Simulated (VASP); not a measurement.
# SiO2 (P4_12_12) in VASP: electric field gradients with LDA

Aim: the electric field gradients of SiO2 with LDA.

All numbers are computed with VASP 6.6.1; they aren't measurements. Logs are shortened: lines on timing, memory, paths and dates and some standing lists are left out, and cuts for length are marked.

## (1) The cell of the first run

Symmetry: P4_12_12, No. 92, tetragonal system. Conventional cell: a = 4.971 Å, b = 4.971 Å, c = 6.928 Å, α = 90.00°, β = 90.00°, γ = 90.00°. Si (site symmetry 2) has 4 O at 1.60 to 1.61 Å within 2.1 Å. Within 2.1 Å of O (site symmetry 1) lie 2 Si at 1.60 to 1.61 Å.

## (2) Electric field gradients, LDA, collinear spin, zero start

File INCAR:

```
SYSTEM = SiO2
ALGO = Normal ; EDIFF = 1E-8
ENCUT = 520 ; ISIF = 2
ISMEAR = -1 ; ISPIN = 2
LASPH = .True. ; LCHARG = .False.
LEFG = .True. ; LORBIT = 11
LREAL = .False. ; LWAVE = .False.
MAGMOM = 0 0 0 0 0 0 0 0 0 0 0 0 ; NBANDS = 48
NELM = 150 ; PREC = Accurate
SIGMA = 0.02
```

File KPOINTS:

```
k-points
0
Gamma
  5 5 4
  0 0 0
```

File POSCAR:

```
SiO2
1.0
    4.9709000000      0.0000000000      0.0000000000
    0.0000000000      4.9709000000      0.0000000000
    0.0000000000      0.0000000000      6.9278000000
Si O
4 8
Direct
    0.3005000000      0.3005000000      0.0000000000
    0.1995000000      0.8005000000      0.2500000000
    0.6995000000      0.6995000000      0.5000000000
    0.8005000000      0.1995000000      0.7500000000
    0.2392000000      0.1037000000      0.1786000000
    0.3963000000      0.7392000000      0.4286000000
    0.7608000000      0.8963000000      0.6786000000
    0.6037000000      0.2608000000      0.9286000000
    0.7392000000      0.3963000000      0.5714000000
    0.8963000000      0.7608000000      0.3214000000
    0.2608000000      0.6037000000      0.0714000000
    0.1037000000      0.2392000000      0.8214000000
```

Potentials or basis: VASP PAW LDA potentials, release 64 (Si, O).

The run is started by

```sh
$ cat potpaw_LDA.64/Si/POTCAR potpaw_LDA.64/O/POTCAR > POTCAR
$ mpirun -np 1 vasp_std > vasp.out
```

OUTCAR:

```text
SYSTEM = SiO2
   EDIFF = 1E-8
   ENCUT = 520
   ISIF = 2
   ISMEAR = -1
   ISPIN = 2
   LASPH = .True.
   LORBIT = 11
   LREAL = .False.
   NELM = 150
   PREC = Accurate

 ion  position               nearest neighbor table
   1  0.300  0.300  0.000-   8 1.60  11 1.60   5 1.61  12 1.61   2 3.07   4 3.07   2 3.07   4 3.07

   2  0.200  0.800  0.250-   5 1.60  10 1.60   6 1.61  11 1.61   1 3.07   3 3.07   1 3.07   3 3.07

   3  0.700  0.700  0.500-   6 1.60   9 1.60   7 1.61  10 1.61   2 3.07   4 3.07   4 3.07   2 3.07

   4  0.800  0.200  0.750-   7 1.60  12 1.60   9 1.61   8 1.61   1 3.07   3 3.07   3 3.07   1 3.07

   5  0.239  0.104  0.179-   2 1.60   1 1.61
   6  0.396  0.739  0.429-   3 1.60   2 1.61
   7  0.761  0.896  0.679-   4 1.60   3 1.61
   8  0.604  0.261  0.929-   1 1.60   4 1.61
   9  0.739  0.396  0.571-   3 1.60   4 1.61
  10  0.896  0.761  0.321-   2 1.60   3 1.61
  11  0.261  0.604  0.071-   1 1.60   2 1.61
  12  0.104  0.239  0.821-   4 1.60   1 1.61

  LATTYP: Found a simple tetragonal cell.
 ALAT       =     4.9709000000
 C/A-ratio  =     1.3936711662

  Lattice vectors:

 A1 = (   4.9709000000,   0.0000000000,   0.0000000000)
 A2 = (   0.0000000000,   4.9709000000,   0.0000000000)
 A3 = (   0.0000000000,   0.0000000000,   6.9278000000)

Analysis of symmetry for initial positions (statically):
=====================================================================
 Subroutine PRICEL returns:
 Original cell was already a primitive cell.

 Routine SETGRP: Setting up the symmetry group for a
 simple tetragonal supercell.

 Subroutine GETGRP returns: Found  8 space group operations
 (whereof  2 operations were pure point group operations)
 out of a pool of 16 trial point group operations.

The static configuration has the point symmetry C_2 .
 The point group associated with its full space group is D_4 .

Analysis of symmetry for dynamics (positions and initial velocities):
=====================================================================
 Subroutine PRICEL returns:
 Original cell was already a primitive cell.

 Routine SETGRP: Setting up the symmetry group for a
 simple tetragonal supercell.

[... 1920 lines left out ...]
      0.51548      1.18904      5.69049         0.227128      0.013492     -0.008543
 -----------------------------------------------------------------------------------
    total drift:                                0.000000     -0.000000      0.000000

  FREE ENERGIE OF THE ION-ELECTRON SYSTEM (eV)
  ---------------------------------------------------
  free  energy   TOTEN  =      -103.7334976463 eV

  energy  without entropy=     -103.7334976463  energy(sigma->0) =     -103.73349765

 Electric field gradients (V/A^2)
---------------------------------------------------------------------
 ion       V_xx      V_yy      V_zz      V_xy      V_xz      V_yz
---------------------------------------------------------------------
   1      -0.869    -0.869     1.738     1.086     3.766    -3.766
   2      -0.869    -0.869     1.738    -1.086     3.766     3.766
   3      -0.869    -0.869     1.738     1.086    -3.766     3.766
   4      -0.869    -0.869     1.738    -1.086    -3.766    -3.766
   5     -43.809    41.068     2.741    17.211   -12.594   -54.567
   6      41.068   -43.809     2.741   -17.211    54.567   -12.594
   7     -43.809    41.068     2.741    17.211    12.594    54.567
   8      41.068   -43.809     2.741   -17.211   -54.567    12.594
   9     -43.809    41.068     2.741   -17.211    12.594   -54.567
  10      41.068   -43.809     2.741    17.211   -54.567   -12.594
  11     -43.809    41.068     2.741   -17.211   -12.594    54.567
  12      41.068   -43.809     2.741    17.211    54.567    12.594
---------------------------------------------------------------------

 Electric field gradients after diagonalization (V/A^2)
 (convention: |V_zz| > |V_xx| > |V_yy|)
----------------------------------------------------------------------
 ion       V_xx      V_yy      V_zz     asymmetry (V_yy - V_xx)/ V_zz
----------------------------------------------------------------------
   1       5.529     0.217    -5.746       0.924
   2       5.529     0.217    -5.746       0.924
   3       5.529     0.217    -5.746       0.924
   4       5.529     0.217    -5.746       0.924
   5     -47.395   -35.921    83.316       0.138
   6     -47.395   -35.921    83.316       0.138
   7     -47.395   -35.921    83.316       0.138
   8     -47.395   -35.921    83.316       0.138
   9     -47.395   -35.921    83.316       0.138
  10     -47.395   -35.921    83.316       0.138
  11     -47.395   -35.921    83.316       0.138
  12     -47.395   -35.921    83.316       0.138
----------------------------------------------------------------------

           NMR quadrupolar parameters

 Cq : quadrupolar parameter    Cq=e*Q*V_zz/h
 eta: asymmetry parameters     (V_yy - V_xx)/ V_zz
 Q  : nuclear electric quadrupole moment in mb (millibarn)
----------------------------------------------------------------------
 ion       Cq(MHz)       eta       Q (mb)
----------------------------------------------------------------------
   1      -0.014       0.924       1.000
   2      -0.014       0.924       1.000
   3      -0.014       0.924       1.000
   4      -0.014       0.924       1.000
   5       0.201       0.138       1.000
   6       0.201       0.138       1.000
   7       0.201       0.138       1.000
   8       0.201       0.138       1.000
   9       0.201       0.138       1.000
  10       0.201       0.138       1.000
  11       0.201       0.138       1.000
  12       0.201       0.138       1.000
----------------------------------------------------------------------

 total charge

# of ion       s       p       d       tot
------------------------------------------
    1        0.657   1.043   0.000   1.701
    2        0.657   1.043   0.000   1.701
    3        0.657   1.043   0.000   1.701
    4        0.657   1.043   0.000   1.701
    5        1.540   3.700   0.000   5.240
    6        1.540   3.700   0.000   5.240
    7        1.540   3.700   0.000   5.240
    8        1.540   3.700   0.000   5.240
    9        1.540   3.700   0.000   5.240
   10        1.540   3.700   0.000   5.240
   11        1.540   3.700   0.000   5.240
   12        1.540   3.700   0.000   5.240
--------------------------------------------------
tot         14.949  33.771   0.000  48.720

 magnetization (x)

# of ion       s       p       d       tot
------------------------------------------
    1       -0.000  -0.000   0.000  -0.000
    2       -0.000  -0.000   0.000  -0.000
    3       -0.000  -0.000   0.000  -0.000
    4       -0.000  -0.000   0.000  -0.000
    5       -0.000  -0.000   0.000  -0.000
    6       -0.000  -0.000   0.000  -0.000
    7       -0.000  -0.000   0.000  -0.000
    8       -0.000  -0.000   0.000  -0.000
    9       -0.000  -0.000   0.000  -0.000
   10       -0.000  -0.000   0.000  -0.000
   11       -0.000  -0.000   0.000  -0.000
   12       -0.000  -0.000   0.000  -0.000
--------------------------------------------------
tot         -0.000  -0.000   0.000  -0.000
```

stdout:

```text
POSCAR found type information on POSCAR SiO
 POSCAR found :  2 types and      12 ions
 scaLAPACK will be used
 LDA part: xc-table for (Slater(with rela. corr.)+CA(PZ))
 , standard interpolation
 POSCAR, INCAR and KPOINTS ok, starting setup
 FFT: planning ... GRIDC
 FFT: planning ... GRID_SOFT
 FFT: planning ... GRID
 WAVECAR not read
 entering main loop
ion   1

ion   2

ion   3

ion   4

ion   5
     0.0000293    -3.6274483    11.4173754    -0.6026024     2.5415330     8.6329048
     0.0000403    -3.6274482    11.4173753    -0.6026024     2.5415330     8.6329047
     0.0000555    -3.6274482    11.4173751    -0.6026024     2.5415330     8.6329045
     0.0000765    -3.6274481    11.4173747    -0.6026024     2.5415329     8.6329043
[... 72 lines left out ...]
ion  12
     0.0000293    -3.6274483    -2.5415330    -0.6026024   -11.4173754    -8.6329048
     0.0000403    -3.6274482    -2.5415330    -0.6026024   -11.4173753    -8.6329047
     0.0000555    -3.6274482    -2.5415330    -0.6026024   -11.4173751    -8.6329045
     0.0000765    -3.6274481    -2.5415329    -0.6026024   -11.4173747    -8.6329043

     0.0000293   -13.7540334    -9.8846324    -1.9799902   -43.4654409   -33.3303554
     0.0000403   -13.7540309    -9.8846306    -1.9799898   -43.4654329   -33.3303492
     0.0000555   -13.7540266    -9.8846274    -1.9799892   -43.4654192   -33.3303387
     0.0000765   -13.7540193    -9.8846222    -1.9799883   -43.4653962   -33.3303209
```

It took 8.8 min on 1 thread of Oxide Virtual Turin-like, shared host; peak memory 0.32 GiB.

What came out:

```
Free energy                                           : -103.7335 eV
Pressure                                              : 2.0 GPa
Largest force                                         : 0.228 eV/Å
Band gap on the k mesh                                : 5.55 eV
Net moment                                            : 0.00 μB per cell
Largest electric field gradient by atom               : Si -5.7; O +83.3 V/Å²
Valence electrons inside the program's atomic spheres : Si 1.70; O 5.24
```

Forces on the atoms (eV/Å):
```
Si  -0.146 -0.146  0.000
Si   0.146 -0.146  0.000
Si   0.146  0.146  0.000
Si  -0.146  0.146  0.000
O    0.013  0.227  0.009
O   -0.227  0.013  0.009
O   -0.013 -0.227  0.009
O    0.227 -0.013  0.009
O    0.013 -0.227 -0.009
O   -0.227 -0.013 -0.009
O   -0.013  0.227 -0.009
O    0.227  0.013 -0.009
```

Electric field gradients, principal values (V/Å²):
| atom | least | middle | greatest (by size) |
| --- | --- | --- | --- |
| 1 Si | 0.217 | 5.529 | -5.746 |
| 2 Si | 0.217 | 5.529 | -5.746 |
| 3 Si | 0.217 | 5.529 | -5.746 |
| 4 Si | 0.217 | 5.529 | -5.746 |
| 5 O | -35.921 | -47.395 | 83.316 |
| 6 O | -35.921 | -47.395 | 83.316 |
| 7 O | -35.921 | -47.395 | 83.316 |
| 8 O | -35.921 | -47.395 | 83.316 |
| 9 O | -35.921 | -47.395 | 83.316 |
| 10 O | -35.921 | -47.395 | 83.316 |
| 11 O | -35.921 | -47.395 | 83.316 |
| 12 O | -35.921 | -47.395 | 83.316 |

Caveat: without QUAD_EFG the Cq values of the log hold for a quadrupole moment of 1 mb, not for the nuclei.
